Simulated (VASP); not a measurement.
# ZnS (P3m1) in VASP: notebook

The runs below take ZnS through single point, with r2SCAN.

Program: VASP 6.6.1. These are calculated values, not measurements. Logs are shortened: lines on timing, memory, paths and dates and some standing lists are left out, and cuts for length are marked.

## (1) The cell of the first run

The structure is trigonal, space group P3m1 (No. 156). The conventional cell has a = 3.811 Å, b = 3.811 Å, c = 6.234 Å, α = 90.00°, β = 90.00°, γ = 120.00°. Zn (site symmetry 3m) has 4 S at 2.10 to 2.31 Å within 2.8 Å. Within 3.2 Å of Zn (site symmetry 3m) lie 4 S at 2.40 to 2.42 Å. S (site symmetry 3m) has 4 Zn at 2.10 to 2.42 Å within 2.8 Å. Within 3.1 Å of S (site symmetry 3m) lie 4 Zn at 2.31 to 2.40 Å.

## (2) Single point, r2SCAN (atom 3 (S) moved -0.300 Å along Cartesian [0 0 1])

File POSCAR:

```
ZnS
1.0
    3.8109987816      0.0000000000      0.0000000000
   -1.9054993908      3.3004217586      0.0000000000
    0.0000000000      0.0000000000      6.2340000000
Zn S
2 2
Direct
    0.3333333333      0.6666666667      0.0000000000
    0.6666666667      0.3333333333      0.5000000000
    0.3333333333      0.6666666667      0.3368768046
    0.6666666667      0.3333333333      0.8850000000
```

File INCAR.step1:

```
SYSTEM = ZnS
PREC     = Accurate       ! precision mode
ENCUT    = 520            ! plane-wave cutoff, eV
ISMEAR   = 0              ! smearing method
SIGMA    = 0.05           ! smearing width, eV
LREAL    = .False.        ! projectors in reciprocal space
LASPH    = .True.         ! aspherical terms in the spheres
NELM     = 60             ! most SCF steps
NBANDS   = 26             ! bands
GGA      = PE             ! functional
ALGO     = Normal         ! electronic algorithm
EDIFF    = 1E-4           ! SCF threshold, eV
LWAVE    = .True.         ! write WAVECAR
LCHARG   = .False.        ! write CHGCAR
```

File INCAR.step2:

```
SYSTEM = ZnS
PREC     = Accurate       ! precision mode
ENCUT    = 520            ! plane-wave cutoff, eV
EDIFF    = 1E-6           ! SCF threshold, eV
ISMEAR   = 0              ! smearing method
SIGMA    = 0.05           ! smearing width, eV
LREAL    = .False.        ! projectors in reciprocal space
LASPH    = .True.         ! aspherical terms in the spheres
NELM     = 60             ! most SCF steps
ALGO     = Normal         ! electronic algorithm
ISIF     = 2              ! what is computed and relaxed
LWAVE    = .False.        ! write WAVECAR
LCHARG   = .True.         ! write CHGCAR
METAGGA  = R2SCAN         ! meta-GGA
LMIXTAU  = .True.       
LELF     = .True.         ! ELF
LVHAR    = .True.       
NBANDS   = 26             ! bands
ISTART   = 1
```

File KPOINTS:

```
regular mesh
0
Gamma
  6 6 4
  0 0 0
```

Potentials or basis: VASP PAW PBE potentials, release 64 (Zn, S).

Launch:

```
> cat potpaw_PBE.64/Zn/POTCAR potpaw_PBE.64/S/POTCAR > POTCAR
> cp INCAR.step1 INCAR
> mpirun -np 1 vasp_std > vasp.out
> cp INCAR.step2 INCAR
> mpirun -np 1 vasp_std > vasp.out
```

OUTCAR:

```text
SYSTEM = ZnS
   PREC = Accurate
   ENCUT = 520
   EDIFF = 1E-6
   ISMEAR = 0
   LREAL = .False.
   LASPH = .True.
   NELM = 60
   ISIF = 2
   METAGGA = R2SCAN
   ISTART = 1

 ion  position               nearest neighbor table
   1  0.333  0.667  0.000-   3 2.10   4 2.31   4 2.31   4 2.31
   2  0.667  0.333  0.500-   4 2.40   3 2.42   3 2.42   3 2.42
   3  0.333  0.667  0.337-   1 2.10   2 2.42   2 2.42   2 2.42
   4  0.667  0.333  0.885-   1 2.31   1 2.31   1 2.31   2 2.40

  LATTYP: Found a hexagonal cell.
 ALAT       =     3.8109987816
 C/A-ratio  =     1.6357916539

  Lattice vectors:

 A1 = (   3.8109987816,   0.0000000000,   0.0000000000)
 A2 = (  -1.9054993908,   3.3004217586,   0.0000000000)
 A3 = (   0.0000000000,   0.0000000000,   6.2340000000)

Analysis of symmetry for initial positions (statically):
=====================================================================
 Subroutine PRICEL returns:
 Original cell was already a primitive cell.

 Routine SETGRP: Setting up the symmetry group for a
 hexagonal supercell.

 Subroutine GETGRP returns: Found  6 space group operations
 (whereof  6 operations were pure point group operations)
 out of a pool of 24 trial point group operations.

The static configuration has the point symmetry C_3v.

Analysis of symmetry for dynamics (positions and initial velocities):
=====================================================================
 Subroutine PRICEL returns:
 Original cell was already a primitive cell.

 Routine SETGRP: Setting up the symmetry group for a
 hexagonal supercell.

 Subroutine GETGRP returns: Found  6 space group operations
 (whereof  6 operations were pure point group operations)
 out of a pool of 24 trial point group operations.

The dynamic configuration has the point symmetry C_3v.

 Subroutine INISYM returns: Found  6 space group operations
 (whereof  6 operations are pure point group operations),
 and found     1 'primitive' translations

----------------------------------------------------------------------------------------

                                     Primitive cell

  volume of cell :      78.4106

  direct lattice vectors                    reciprocal lattice vectors
     3.810998782  0.000000000  0.000000000     0.262398405  0.151495789  0.000000000
    -1.905499391  3.300421759  0.000000000     0.000000000  0.302991579  0.000000000
     0.000000000  0.000000000  6.234000000     0.000000000  0.000000000  0.160410651

  length of vectors
     3.810998782  3.810998782  6.234000000     0.302991579  0.302991579  0.160410651

  position of ions in fractional coordinates (direct lattice)
     0.333333333  0.666666667  0.000000000
     0.666666667  0.333333333  0.500000000
     0.333333333  0.666666667  0.336876805
     0.666666667  0.333333333  0.885000000

  ion indices of the primitive-cell ions
   primitive index   ion index
                 1           1
                 2           2
                 3           3
                 4           4

----------------------------------------------------------------------------------------

 KPOINTS: regular mesh

Automatic generation of k-mesh.
 Grid dimensions read from file:
 generate k-points for:    6    6    4

 Generating k-lattice:

  Cartesian coordinates                     Fractional coordinates (reciprocal lattice)
     0.043733067  0.025249298  0.000000000     0.166666667  0.000000000  0.000000000
     0.000000000  0.050498596  0.000000000     0.000000000  0.166666667  0.000000000
     0.000000000  0.000000000  0.040102663     0.000000000  0.000000000  0.250000000

  Length of vectors
     0.050498596  0.050498596  0.040102663

  Shift w.r.t. Gamma in fractional coordinates (k-lattice)
     0.000000000  0.000000000  0.000000000

 Subroutine IBZKPT returns following result:
 ===========================================

 Found     24 irreducible k-points:

 Following reciprocal coordinates:
            Coordinates               Weight
  0.000000  0.000000  0.000000      1.000000
  0.166667  0.000000  0.000000      6.000000
  0.333333  0.000000  0.000000      6.000000
  0.500000  0.000000  0.000000      3.000000
  0.166667  0.166667  0.000000      6.000000
  0.333333  0.166667  0.000000     12.000000
[... 16 lines left out ...]
  0.333333  0.166667  0.500000     12.000000
  0.333333  0.333333  0.500000      2.000000
   k-points           NKPTS =     24   k-points in BZ     NKDIM =     24   number of bands    NBANDS=     26
   number of dos      NEDOS =    301   number of ions     NIONS =      4
   total plane-waves  NPLWV =  37632
   dimension x,y,z NGX =    28 NGY =   28 NGZ =   48
   dimension x,y,z NGXF=    56 NGYF=   56 NGZF=   96
   ions per type =               2   2
   NGX,Y,Z   is equivalent  to a cutoff of  12.21, 12.21, 12.80 a.u.
   NGXF,Y,Z  is equivalent  to a cutoff of  24.43, 24.43, 25.60 a.u.
 SYSTEM =  ZnS
   PREC   = accura    normal or accurate (medium, high low for compatibility)
   ISTART =      1    job   : 0-new  1-cont  2-samecut
   ICHARG =      0    charge: 1-file 2-atom 10-const
   ISPIN  =      1    spin polarized calculation?
   LNONCOLLINEAR =      F non collinear calculations
   LSORBIT =      F    spin-orbit coupling
   LASPH  =      T    aspherical Exc in radial PAW
   ENCUT  =  520.0 eV  38.22 Ry    6.18 a.u.   7.09  7.09 11.59*2*pi/ulx,y,z
   NELM   =     60;   NELMIN=  2; NELMDL=  0     # of ELM steps
   EDIFF  = 0.1E-05   stopping-criterion for ELM
   LREAL  =      F    real-space projection
   EDIFFG = 0.1E-04   stopping-criterion for IOM
   NSW    =      0    number of steps for IOM
   IBRION =     -1    ionic relax: 0-MD 1-quasi-New 2-CG
   NFREE  =      0    steps in history (QN), initial steepest desc. (CG)
   ISIF   =      2    stress and relaxation
   ISYM   =      2    0-nonsym 1-usesym 2-fastsym
   POTIM  = 0.5000    time-step for ionic-motion
   TEBEG  =    0.0;   TEEND  =   0.0 temperature during run
   PSTRESS=    0.0 pullay stress
   NELECT =      36.0000    total number of electrons
   NUPDOWN=      -1.0000    fix difference up-down
   EMIN   =  10.00;   EMAX   =-10.00  energy-range for DOS
   EFERMI =   0.00;   METHOD = LEGACY
   ISMEAR =     0;   SIGMA  =   0.05  broadening in eV -4-tet -1-fermi 0-gaus
   EFERMI_NEDOS =   21; number of points for ismear=-14 and -15
   IALGO  =     38    algorithm
   IMIX   =      4    mixing-type and parameters
     AMIX     =   0.40;   BMIX     =  1.00
     AMIX_MAG =   1.60;   BMIX_MAG =  1.00
  volume/ion in A,a.u.               =      19.60       132.29
  Fermi-wavevector in a.u.,A,eV,Ry     =   1.262944  2.386617 21.701656  1.595027
  Thomas-Fermi vector in A             =   2.396326
   LORBIT       =      0    0 simple, 1 ext, 2 COOP (PROOUT), +10 PAW based schemes
   METAGGA = R2SCAN    functional components
   LHFCALC =     F    Hartree Fock is set to
   AEXX    =    0.0000 exact exchange contribution
   IVDW    =     0    specifies the selected vdW correction
   LEPSILON=     F    determine dielectric tensor
   LRPA    =     F    only Hartree local field effects (RPA)
 non-spin polarized calculation
 Gauss-broadening in eV      SIGMA  =   0.05
  energy-cutoff  :      520.00
  volume of cell :       78.41
 maximum number of plane-waves:      2133
   NGX = 15   NGY = 15   NGZ = 23

 number of electron      35.9999976 magnetization

 Free energy of the ion-electron system (eV)
  ---------------------------------------------------
  ext. energy  EPLUGINS =         0.00000000
  ---------------------------------------------------
  free energy    TOTEN  =       -37.29955368 eV

  energy without entropy =      -37.29955368  energy(sigma->0) =      -37.29955368

 E-fermi :   2.2343     XC(G=0): -10.3054

 val. band max:        1.9882618665   @ k =   0.0000   0.0000   0.0000
 cond. band min:       4.5850110143   @ k =   0.0000   0.0000   0.0000
 fundamental gap:      2.5967491478
 Fermi energy:         2.2343263876

 k-point     1 :       0.0000    0.0000    0.0000
  band No.  band energies     occupation
      1     -11.9089      2.00000
      2     -10.8279      2.00000
      3      -4.8319      2.00000
      4      -4.7289      2.00000
      5      -4.7289      2.00000
      6      -4.4261      2.00000
[... 18 lines left out ...]
     25      10.3203      0.00000
     26      12.2971      0.00000

 k-point     2 :       0.1667    0.0000    0.0000
  band No.  band energies     occupation
      1     -11.7216      2.00000
      2     -10.7397      2.00000
      3      -4.8048      2.00000
      4      -4.7155      2.00000
      5      -4.6873      2.00000
      6      -4.4475      2.00000
[... 18 lines left out ...]
     25      10.7882      0.00000
     26      11.0969      0.00000

 k-point     3 :       0.3333    0.0000    0.0000
  band No.  band energies     occupation
      1     -11.2701      2.00000
      2     -10.5929      2.00000
      3      -4.7617      2.00000
      4      -4.6562      2.00000
      5      -4.6238      2.00000
      6      -4.4442      2.00000
[... 18 lines left out ...]
     25      11.6229      0.00000
     26      12.4523      0.00000

 k-point     4 :       0.5000    0.0000    0.0000
  band No.  band energies     occupation
      1     -10.9543      2.00000
      2     -10.5814      2.00000
      3      -4.7440      2.00000
      4      -4.6071      2.00000
      5      -4.6056      2.00000
      6      -4.3542      2.00000
[... 18 lines left out ...]
     25      11.7389      0.00000
     26      14.2550      0.00000
[... 496 lines left out ...]
      1     -11.1883      2.00000
      2     -10.8611      2.00000
      3      -4.8406      2.00000
      4      -4.6720      2.00000
      5      -4.6387      2.00000
      6      -4.5609      2.00000
[... 18 lines left out ...]
     25      10.7172      0.00000
     26      11.0143      0.00000

 k-point    23 :       0.3333    0.1667    0.5000
  band No.  band energies     occupation
      1     -10.8482      2.00000
      2     -10.6776      2.00000
      3      -4.7840      2.00000
      4      -4.6620      2.00000
      5      -4.5591      2.00000
      6      -4.4124      2.00000
[... 18 lines left out ...]
     25      11.3460      0.00000
     26      12.0119      0.00000

 k-point    24 :       0.3333    0.3333    0.5000
  band No.  band energies     occupation
      1     -10.6854      2.00000
      2     -10.6609      2.00000
      3      -4.7505      2.00000
      4      -4.6095      2.00000
      5      -4.5926      2.00000
      6      -4.3653      2.00000
[... 18 lines left out ...]
     25      11.6854      0.00000
     26      12.6355      0.00000

------------------------ aborting loop because EDIFF is reached ----------------------------------------

  FORCE on cell =-STRESS in cart. coord.  units (eV):
  Direction    XX          YY          ZZ          XY          YZ          ZX
  --------------------------------------------------------------------------------------
  -------------------------------------------------------------------------------------
  Total       -0.3338412     -0.3338412      3.2061877     -0.0000000      0.0000000      0.0000000
  in kB       -6.8214308     -6.8214308     65.5125468     -0.0000000      0.0000000      0.0000000
  external PRESSURE =      17.2898951 kB  Pullay stress =       0.0000000 kB

 VOLUME and BASIS-vectors are now :
 -----------------------------------------------------------------------------
  energy-cutoff  :      520.00
  volume of cell :       78.41
      direct lattice vectors                 reciprocal lattice vectors
     3.810998782  0.000000000  0.000000000     0.262398405  0.151495789  0.000000000
    -1.905499391  3.300421759  0.000000000     0.000000000  0.302991579  0.000000000
     0.000000000  0.000000000  6.234000000     0.000000000  0.000000000  0.160410651

 POSITION                                       TOTAL-FORCE (eV/Angst)
 -----------------------------------------------------------------------------------
     -0.00000      2.20028      0.00000         0.000000     -0.000000     -1.822477
      1.90550      1.10014      3.11700         0.000000     -0.000000     -0.282347
     -0.00000      2.20028      2.10009        -0.000000      0.000000      3.571413
      1.90550      1.10014      5.51709        -0.000000      0.000000     -1.466589
 -----------------------------------------------------------------------------------
    total drift:                                0.000009     -0.000005      0.015777

  FREE ENERGIE OF THE ION-ELECTRON SYSTEM (eV)
  ---------------------------------------------------
  free  energy   TOTEN  =       -37.2995536816 eV

  energy  without entropy=      -37.2995536816  energy(sigma->0) =      -37.29955368
```

It took 77 s on 1 thread of Intel Xeon 6975P-C (Granite Rapids), shared host; peak memory 0.22 GiB.

Results:

- Free energy: -37.2996 eV
- Pressure: 1.7 GPa
- Largest force: 3.571 eV/Å
- Band gap on the k mesh: 2.60 eV

Forces on the atoms (eV/Å):
```
Zn   0.000  0.000 -1.822
Zn   0.000  0.000 -0.282
S    0.000  0.000  3.571
S    0.000  0.000 -1.467
```

Caveat: the cell differs from its parent crystal (atom 3 (S) moved -0.300 Å along Cartesian [0 0 1]); the PAW data sets were made with another functional, which shifts forces and pressure a little.

## (3) Single point, r2SCAN (atom 3 (S) moved +0.375 Å along Cartesian [0 0 1])

Changes to POSCAR since step 2:

```diff
@@ -10,3 +10,3 @@
     0.6666666667      0.3333333333      0.5000000000
-    0.3333333333      0.6666666667      0.3368768046
+    0.3333333333      0.6666666667      0.4451539942
     0.6666666667      0.3333333333      0.8850000000
```

File INCAR.step1:

```
PREC = Accurate ; ENCUT = 520
ISMEAR = 0 ; SIGMA = 0.05
LREAL = F ; LASPH = T
NELM = 60 ; NBANDS = 26
GGA = PE ; ALGO = Normal
EDIFF = 1E-4 ; LWAVE = T
LCHARG = F
```

File INCAR.step2:

```
PREC = Accurate ; ENCUT = 520
EDIFF = 1E-6 ; ISMEAR = 0
SIGMA = 0.05 ; LREAL = F
LASPH = T ; NELM = 60
ALGO = Normal ; ISIF = 2
LWAVE = F ; LCHARG = F
METAGGA = R2SCAN ; LMIXTAU = T
NBANDS = 26 ; ISTART = 1
```

File KPOINTS:

```
Automatic mesh
0
Gamma
  6 6 4
```

Potentials or basis: VASP PAW PBE potentials, release 64 (Zn, S).

Launch:

```
> cat potpaw_PBE.64/Zn/POTCAR potpaw_PBE.64/S/POTCAR > POTCAR
> cp INCAR.step1 INCAR
> mpirun -np 1 vasp_std > vasp.out
> cp INCAR.step2 INCAR
> mpirun -np 1 vasp_std > vasp.out
```

Wall time 64 s (1 thread of Intel Xeon 6975P-C (Granite Rapids), shared host); peak memory 0.21 GiB.

Results (log left out):

```yaml
Free_energy: -37.1900 eV
Pressure: 2.6 GPa
Largest_force: 2.033 eV/Å
Band_gap_on_the_k_mesh: 2.81 eV
```

Forces on the atoms (eV/Å):
```
Zn   0.000  0.000  0.470
Zn   0.000  0.000  0.500
S    0.000  0.000 -2.033
S    0.000  0.000  1.063
```

Stress tensor (GPa, compression positive):
```
 4.07  0.00  0.00
 0.00  4.07  0.00
 0.00  0.00 -0.33
```

Levels at points of the mesh, in eV from the valence-band top:
```
           k point  band 14  band 15  band 16  band 17  band 18  band 19  band 20  band 21  band 22  band 23
(0.00, 0.00, 0.00)    -0.81    -0.81    -0.03     0.00     0.00     2.81     3.44     6.73     6.73     7.09
(0.50, 0.00, 0.00)    -4.41    -2.76    -2.41    -1.19    -1.18     3.73     4.73     5.54     7.97     8.18
(0.00, 0.00, 0.50)    -2.29    -0.60    -0.60    -0.23    -0.23     3.87     4.11     5.88     6.90     6.90
(0.50, 0.00, 0.50)    -4.79    -2.13    -1.53    -1.41    -0.99     3.74     4.46     4.88     5.70     9.55
```

Caveat: the cell differs from its parent crystal (atom 3 (S) moved +0.375 Å along Cartesian [0 0 1]); the PAW data sets were made with another functional, which shifts forces and pressure a little.
